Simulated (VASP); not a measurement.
Wanted: the native input for a VASP 6.6.1 run.

| Property | Result |
| --- | --- |
| Task | single point |
| Functional | LDA |
| Potentials or basis | VASP PAW LDA potentials, release 64 (W_sv) |
| Cutoff | 500 eV |
| k mesh | 8 × 8 × 8 |
| Occupations | gaussian, width 0.1 eV |
| Spin | no spin polarisation |
| Dipole correction | no |
| Further INCAR settings | ALGO = Normal; EDIFF = 1e-06; NBANDS = 13 |

The structure of W lies in POSCAR:

```
W
1.0
   -1.5750000000      1.5750000000      1.5750000000
    1.5750000000     -1.5750000000      1.5750000000
    1.5750000000      1.5750000000     -1.5750000000
W
1
Direct
    0.0000000000      0.0000000000      0.0000000000
```

The input as run:

INCAR

```
PREC = Accurate
ENCUT = 500
EDIFF = 1E-6
ISMEAR = 0
SIGMA = 0.1
LREAL = F
LASPH = T
NELM = 120
ALGO = Normal
ISIF = 2
LWAVE = F
LCHARG = F
NBANDS = 13
GGA_COMPAT = F
```

KPOINTS

```
regular mesh
0
Gamma
  8 8 8
```

Potentials or basis: VASP PAW LDA potentials, release 64 (W_sv).

Launch:

```console
$ cat potpaw_LDA.64/W_sv/POTCAR > POTCAR
$ mpirun -np 1 vasp_std > vasp.out
```

It gave:

```yaml
Pressure: -2.0 GPa
Band_gap_on_the_k_mesh: zero (band 7 reaches 16.77 eV, above the bottom of band 8 at 10.24 eV)
```

Caveat: spin-orbit coupling is left out, which moves the levels of the heavy elements.

Run time: 4.4 s on 1 thread of Intel(R) Xeon(R) Platinum 8488C (Sapphire Rapids), with other jobs on the host, peak memory 0.11 GiB.
